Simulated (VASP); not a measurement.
# In (I4/mmm) in VASP: a series of runs

The runs below take In through single point, with PBEsol.

All numbers are computed with VASP 6.6.1; they aren't measurements. Logs are shortened: lines on timing, memory, paths and dates and some standing lists are left out, and cuts for length are marked.

### 1 The cell of the first run

The structure is tetragonal, space group I4/mmm (No. 139). Conventional cell: a = 3.195 Å, b = 3.195 Å, c = 4.997 Å, α = 90.00°, β = 90.00°, γ = 90.00°. Within 4.2 Å of In (site symmetry 4/mmm) lie 12 In at 3.19 to 3.37 Å.

### 2 Single point, PBEsol

INCAR

```
SYSTEM = In
  ALGO = Fast
  EDIFF = 1E-7
  ENCUT = 520
  GGA = PS
  ISIF = 2
  ISMEAR = 0
  LASPH = .True.
  LCHARG = .True.
  LELF = .True.
  LREAL = .False.
  LVHAR = .True.
  LWAVE = .False.
  NBANDS = 12
  NELM = 60
  PREC = Accurate
  SIGMA = 0.1
```

KPOINTS

```
k-points
0
Gamma
  18 18 18
  0 0 0
```

POSCAR

```
In
1.0
   -1.5973261475      1.5973261475      2.4987486236
    1.5973261475     -1.5973261475      2.4987486236
    1.5973261475      1.5973261475     -2.4987486236
In
1
Direct
    0.0000000000      0.0000000000      0.0000000000
```

Potentials or basis: VASP PAW PBE potentials, release 64 (In_d).

Started as:

```bash
> cat potpaw_PBE.64/In_d/POTCAR > POTCAR
> mpirun -np 1 vasp_std > vasp.out
```

OUTCAR:

```text
SYSTEM = In
   EDIFF = 1E-7
   ENCUT = 520
   GGA = PS
   ISIF = 2
   ISMEAR = 0
   LASPH = .True.
   LREAL = .False.
   NELM = 60
   PREC = Accurate

 ion  position               nearest neighbor table
   1  0.000  0.000  0.000-

  LATTYP: Found a body centered tetragonal cell.
 ALAT       =     3.1946522950
 C/A-ratio  =     1.5643321356

  Lattice vectors:

 A1 = (  -1.5973261475,   1.5973261475,   2.4987486236)
 A2 = (   1.5973261475,  -1.5973261475,   2.4987486236)
 A3 = (   1.5973261475,   1.5973261475,  -2.4987486236)

Analysis of symmetry for initial positions (statically):
=====================================================================
 Subroutine PRICEL returns:
 Original cell was already a primitive cell.

 Routine SETGRP: Setting up the symmetry group for a
 body centered tetragonal supercell.

 Subroutine GETGRP returns: Found 16 space group operations
 (whereof 16 operations were pure point group operations)
 out of a pool of 16 trial point group operations.

The static configuration has the point symmetry D_4h.

Analysis of symmetry for dynamics (positions and initial velocities):
=====================================================================
 Subroutine PRICEL returns:
 Original cell was already a primitive cell.

 Routine SETGRP: Setting up the symmetry group for a
 body centered tetragonal supercell.

 Subroutine GETGRP returns: Found 16 space group operations
 (whereof 16 operations were pure point group operations)
 out of a pool of 16 trial point group operations.

The dynamic configuration has the point symmetry D_4h.

 Subroutine INISYM returns: Found 16 space group operations
 (whereof 16 operations are pure point group operations),
 and found     1 'primitive' translations

----------------------------------------------------------------------------------------

                                     Primitive cell

  volume of cell :      25.5017

  direct lattice vectors                    reciprocal lattice vectors
    -1.597326148  1.597326148  2.498748624     0.000000000  0.313023111  0.200100160
     1.597326148 -1.597326148  2.498748624     0.313023111  0.000000000  0.200100160
     1.597326148  1.597326148 -2.498748624     0.313023111  0.313023111  0.000000000

  length of vectors
     3.368478340  3.368478340  3.368478340     0.371515198  0.371515198  0.442681529

  position of ions in fractional coordinates (direct lattice)
     0.000000000  0.000000000  0.000000000

  ion indices of the primitive-cell ions
   primitive index   ion index
                 1           1

----------------------------------------------------------------------------------------

 KPOINTS: k-points

Automatic generation of k-mesh.
 Grid dimensions read from file:
 generate k-points for:   18   18   18

 Generating k-lattice:

  Cartesian coordinates                     Fractional coordinates (reciprocal lattice)
     0.000000000  0.017390173  0.011116676     0.055555556  0.000000000  0.000000000
     0.017390173  0.000000000  0.011116676     0.000000000  0.055555556  0.000000000
     0.017390173  0.017390173  0.000000000     0.000000000  0.000000000  0.055555556

  Length of vectors
     0.020639733  0.020639733  0.024593418

  Shift w.r.t. Gamma in fractional coordinates (k-lattice)
     0.000000000  0.000000000  0.000000000

 Subroutine IBZKPT returns following result:
 ===========================================

 Found    480 irreducible k-points:

 Following reciprocal coordinates:
            Coordinates               Weight
  0.000000  0.000000  0.000000      1.000000
  0.055556  0.000000  0.000000      8.000000
  0.111111  0.000000  0.000000      8.000000
  0.166667 -0.000000  0.000000      8.000000
  0.222222  0.000000 -0.000000      8.000000
  0.277778  0.000000 -0.000000      8.000000
[... 16 lines left out ...]
 -0.277778  0.055556  0.000000     16.000000
 -0.222222  0.055556  0.000000     16.000000
 [... further k-points ...]
   k-points           NKPTS =    480   k-points in BZ     NKDIM =    480   number of bands    NBANDS=     12
   number of dos      NEDOS =    301   number of ions     NIONS =      1
   total plane-waves  NPLWV =  21952
   dimension x,y,z NGX =    28 NGY =   28 NGZ =   28
   dimension x,y,z NGXF=    56 NGYF=   56 NGZF=   56
   ions per type =               1
   NGX,Y,Z   is equivalent  to a cutoff of  13.82, 13.82, 13.82 a.u.
   NGXF,Y,Z  is equivalent  to a cutoff of  27.64, 27.64, 27.64 a.u.
 SYSTEM =  In
   PREC   = accura    normal or accurate (medium, high low for compatibility)
   ISTART =      0    job   : 0-new  1-cont  2-samecut
   ICHARG =      2    charge: 1-file 2-atom 10-const
   ISPIN  =      1    spin polarized calculation?
   LNONCOLLINEAR =      F non collinear calculations
   LSORBIT =      F    spin-orbit coupling
   LASPH  =      T    aspherical Exc in radial PAW
   ENCUT  =  520.0 eV  38.22 Ry    6.18 a.u.   6.26  6.26  6.26*2*pi/ulx,y,z
   NELM   =     60;   NELMIN=  2; NELMDL= -5     # of ELM steps
   EDIFF  = 0.1E-06   stopping-criterion for ELM
   LREAL  =      F    real-space projection
   EDIFFG = 0.1E-05   stopping-criterion for IOM
   NSW    =      0    number of steps for IOM
   IBRION =     -1    ionic relax: 0-MD 1-quasi-New 2-CG
   NFREE  =      0    steps in history (QN), initial steepest desc. (CG)
   ISIF   =      2    stress and relaxation
   ISYM   =      2    0-nonsym 1-usesym 2-fastsym
   POTIM  = 0.5000    time-step for ionic-motion
   TEBEG  =    0.0;   TEEND  =   0.0 temperature during run
   PSTRESS=    0.0 pullay stress
   NELECT =      13.0000    total number of electrons
   NUPDOWN=      -1.0000    fix difference up-down
   EMIN   =  10.00;   EMAX   =-10.00  energy-range for DOS
   EFERMI =   0.00;   METHOD = LEGACY
   ISMEAR =     0;   SIGMA  =   0.10  broadening in eV -4-tet -1-fermi 0-gaus
   EFERMI_NEDOS =   21; number of points for ismear=-14 and -15
   IALGO  =     68    algorithm
   IMIX   =      4    mixing-type and parameters
     AMIX     =   0.40;   BMIX     =  1.00
     AMIX_MAG =   1.60;   BMIX_MAG =  1.00
  volume/ion in A,a.u.               =      25.50       172.09
  Fermi-wavevector in a.u.,A,eV,Ry     =   1.307774  2.471334 23.269674  1.710273
  Thomas-Fermi vector in A             =   2.438486
   LORBIT       =      0    0 simple, 1 ext, 2 COOP (PROOUT), +10 PAW based schemes
   GGA     = PS    functional components
   LHFCALC =     F    Hartree Fock is set to
   AEXX    =    0.0000 exact exchange contribution
   IVDW    =     0    specifies the selected vdW correction
   LEPSILON=     F    determine dielectric tensor
   LRPA    =     F    only Hartree local field effects (RPA)
 non-spin polarized calculation
 RMM-DIIS sequential band-by-band and
 Gauss-broadening in eV      SIGMA  =   0.10
  energy-cutoff  :      520.00
  volume of cell :       25.50
 maximum number of plane-waves:       700
 NGX is ok and might be reduce to    28
   NGX = 13   NGY = 13   NGZ = 13

 number of electron      13.0000002 magnetization

 Free energy of the ion-electron system (eV)
  ---------------------------------------------------
  ext. energy  EPLUGINS =         0.00000000
  ---------------------------------------------------
  free energy    TOTEN  =        -2.98548959 eV

  energy without entropy =       -2.98360021  energy(sigma->0) =       -2.98454490

 E-fermi :   7.6456     XC(G=0): -10.5277

 val. band max:        7.6282884550   @ k =   0.3333   0.3333   0.0000
 cond. band min:       7.6734129471   @ k =   0.2778   0.2778   0.1111
 fundamental gap:      0.0451244921
 Fermi energy:         7.6455564306

 k-point     1 :       0.0000    0.0000    0.0000
  band No.  band energies     occupation
      1      -7.0365      2.00000
      2      -6.8755      2.00000
      3      -6.8755      2.00000
      4      -6.8268      2.00000
      5      -6.6716      2.00000
      6      -2.0976      2.00000
      7      18.3974      0.00000
      8      18.3974      0.00000
      9      18.6203      0.00000
     10      19.3402      0.00000
     11      21.8559      0.00000
     12      22.0053      0.00000

 k-point     2 :       0.0556    0.0000    0.0000
  band No.  band energies     occupation
      1      -7.0303      2.00000
      2      -6.8766      2.00000
      3      -6.8704      2.00000
      4      -6.8253      2.00000
      5      -6.6744      2.00000
      6      -2.0285      2.00000
      7      17.5104      0.00000
      8      18.3211      0.00000
      9      18.3471      0.00000
     10      19.2137      0.00000
     11      21.9218      0.00000
     12      22.1823      0.00000

 k-point     3 :       0.1111    0.0000    0.0000
  band No.  band energies     occupation
      1      -7.0146      2.00000
      2      -6.8824      2.00000
      3      -6.8565      2.00000
      4      -6.8165      2.00000
      5      -6.6813      2.00000
      6      -1.8200      2.00000
      7      15.6765      0.00000
      8      17.8290      0.00000
      9      18.1332      0.00000
     10      19.1779      0.00000
     11      21.2628      0.00000
     12      22.6758      0.00000
[... 286 lines left out ...]
 k-point    23 :      -0.2778    0.0556    0.0000
  band No.  band energies     occupation
      1      -6.9669      2.00000
      2      -6.9344      2.00000
      3      -6.8248      2.00000
      4      -6.7214      2.00000
      5      -6.6793      2.00000
      6      -0.4675      2.00000
      7      10.5458      0.00000
      8      15.5982      0.00000
      9      17.2938      0.00000
     10      19.5940      0.00000
     11      20.4093      0.00000
     12      21.7851      0.00000

 k-point    24 :      -0.2222    0.0556    0.0000
  band No.  band energies     occupation
      1      -6.9682      2.00000
      2      -6.9161      2.00000
      3      -6.8288      2.00000
      4      -6.7617      2.00000
      5      -6.6990      2.00000
      6      -1.0682      2.00000
      7      12.4034      0.00000
      8      16.0984      0.00000
      9      17.4799      0.00000
     10      19.7080      0.00000
     11      20.9727      0.00000
     12      22.0144      0.00000

 [... further k-points ...]

------------------------ aborting loop because EDIFF is reached ----------------------------------------

  FORCE on cell =-STRESS in cart. coord.  units (eV):
  Direction    XX          YY          ZZ          XY          YZ          ZX
  --------------------------------------------------------------------------------------
  -------------------------------------------------------------------------------------
  Total       -0.0027221     -0.0027221     -0.0024785      0.0000000      0.0000000      0.0000000
  in kB       -0.1710199     -0.1710199     -0.1557119      0.0000000      0.0000000      0.0000000
  external PRESSURE =      -0.1659172 kB  Pullay stress =       0.0000000 kB

 VOLUME and BASIS-vectors are now :
 -----------------------------------------------------------------------------
  energy-cutoff  :      520.00
  volume of cell :       25.50
      direct lattice vectors                 reciprocal lattice vectors
    -1.597326148  1.597326148  2.498748624     0.000000000  0.313023111  0.200100160
     1.597326148 -1.597326148  2.498748624     0.313023111  0.000000000  0.200100160
     1.597326148  1.597326148 -2.498748624     0.313023111  0.313023111  0.000000000

 POSITION                                       TOTAL-FORCE (eV/Angst)
 -----------------------------------------------------------------------------------
      0.00000      0.00000      0.00000        -0.000000     -0.000000      0.000000
 -----------------------------------------------------------------------------------
    total drift:                                0.000000      0.000000      0.000000

  FREE ENERGIE OF THE ION-ELECTRON SYSTEM (eV)
  ---------------------------------------------------
  free  energy   TOTEN  =        -2.9854895892 eV

  energy  without entropy=       -2.9836002064  energy(sigma->0) =       -2.98454490
```

Wall time 2 min (1 thread of AMD EPYC 9R45 (Zen 5), shared host); peak memory 0.23 GiB.

Results:

- Free energy: -2.9855 eV
- Pressure: 0.0 GPa

Levels at points of the mesh, in eV from the Fermi level:
```
           k point  band 4  band 5  band 6  band 7  band 8  band 9
(0.00, 0.00, 0.00)  -14.47  -14.32   -9.74   10.75   10.75   10.97
(0.50, 0.00, 0.00)  -14.25  -14.20   -4.32   -3.49    7.28    9.63
(0.50, 0.50, 0.00)  -14.24  -14.11   -1.94   -1.43    3.38    3.97
(0.50, 0.50, 0.50)  -14.20  -14.20   -3.23   -2.93    5.06    5.06
```

Caveat: the PAW data sets were made with another functional, which shifts forces and pressure a little; spin-orbit coupling is left out, which moves the levels of the heavy elements.

### 3 Single point, PBEsol

This run uses another cell than the first one, of 26.48 Å³/atom, 1.039 times its volume.

INCAR

```
PREC = Accurate
ENCUT = 500
EDIFF = 1E-6
ISMEAR = 0
SIGMA = 0.1
LREAL = False
LASPH = True
NELM = 120
ALGO = Normal
ISIF = 2
LWAVE = False
LCHARG = False
GGA = PS
NBANDS = 12
GGA_COMPAT = False
```

KPOINTS

```
Automatic mesh
0
Gamma
  8 8 8
```

POSCAR

```
In
1.0
   -1.6297352700      1.6297352700      2.4928993500
    1.6297352700     -1.6297352700      2.4928993500
    1.6297352700      1.6297352700     -2.4928993500
In
1
Direct
    0.0000000000      0.0000000000      0.0000000000
```

Potentials or basis: VASP PAW PBE potentials, release 64 (In_d).

Started as:

```bash
> cat potpaw_PBE.64/In_d/POTCAR > POTCAR
> mpirun -np 1 vasp_std > vasp.out
```

Run time: 15 s. Hardware: 1 thread of Intel Xeon Platinum 8259CL at 2.50GHz (Skylake/Cascade Lake), shared host; peak memory 0.16 GiB.

It converged, with:

```yaml
Free_energy: -2.9768 eV
Pressure: -1.7 GPa
```

Stress tensor (GPa, compression positive):
```
-2.93  0.00  0.00
 0.00 -2.93  0.00
 0.00  0.00  0.92
```

Levels at points of the mesh, in eV from the Fermi level:
| k point | band 4 | band 5 | band 6 | band 7 | band 8 | band 9 |
| --- | --- | --- | --- | --- | --- | --- |
| (0.00, 0.00, 0.00) | -14.48 | -14.38 | -9.54 | 10.35 | 10.35 | 10.52 |
| (0.50, 0.00, 0.00) | -14.29 | -14.25 | -4.37 | -3.39 | 7.32 | 9.03 |
| (0.50, 0.50, 0.00) | -14.28 | -14.19 | -1.97 | -1.73 | 3.39 | 3.85 |
| (0.50, 0.50, 0.50) | -14.25 | -14.25 | -3.08 | -2.73 | 4.67 | 4.67 |

Caveat: the PAW data sets were made with another functional, which shifts forces and pressure a little; spin-orbit coupling is left out, which moves the levels of the heavy elements.
